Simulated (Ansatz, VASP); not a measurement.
# Two plane-wave programs on RbBr

```xyz
2
Lattice="0.0000 3.8695 3.8695 3.9438 0.0000 3.8695 3.9438 3.8695 0.0000" Properties=species:S:1:pos:R:3 pbc="T T T"
Rb    0.0000    0.0000    0.0000
Br    1.9719    1.9347    1.9347
```

Change from the starting cell: uniaxial_x strain +1.9%.

Alike in both runs: task single point; functional PBE; k mesh 6 × 6 × 6; occupations fermi-dirac, width 0.02 eV; no spin polarisation.

```csv
,VASP,Ansatz
version,VASP 6.6.1,Ansatz 0.2.0
potentials or method,"VASP PAW PBE potentials, release 64 (Rb_sv, Br)","plane waves, PAW"
plane-wave cutoff (eV),520,420
valence electrons in the cell,16,16
```

```csv
,VASP,Ansatz,Ansatz less VASP
gap on the k mesh at the Fermi level (eV),4.04,4.04,0.000
pressure (GPa),0.0,0.0,-0.01
```
